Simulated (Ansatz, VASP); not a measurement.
One calculation of BaOs2, two programs

```
Ba Os
1.0
     2.92634    0.00000    0.00000
    -1.46317    2.53428    0.00000
     0.00000    0.00000    8.30797
Ba Os
1 2
Direct
  0.00000 0.00000 0.50000
  0.00000 0.00000 0.13954
  0.00000 0.00000 0.86046
```

Alike in both runs: task single point; functional PBE; k mesh 18 × 18 × 6; occupations gaussian, width 0.1 eV; no spin polarisation.

|  | VASP | Ansatz |
| --- | --- | --- |
| version | VASP 6.6.1 | Ansatz 0.2.0 |
| potentials or method | VASP PAW PBE potentials, release 64 (Ba_sv, Os_sv_GW), cutoff 500 eV | scalar-relativistic, plane waves, PAW |
| valence electrons in the cell | 42 | 42 |

|  | VASP | Ansatz | Ansatz less VASP |
| --- | --- | --- | --- |
| gap on the k mesh at the Fermi level (eV) | none | none | - |
| pressure (GPa) | 2.4 | 0.0 | -2.39 |
| traceless stress, the component that is largest in VASP (GPa) | -0.92 | 0.00 | +0.921 |
| rms of the force components (eV/Å) | 0.032 | 0.000 | -0.0315 |

Atom by atom the forces differ by 0.032 eV/Å (rms over components). A gap of «none» marks a metal or a gap that the smearing closes.

Spin-orbit coupling is off throughout.
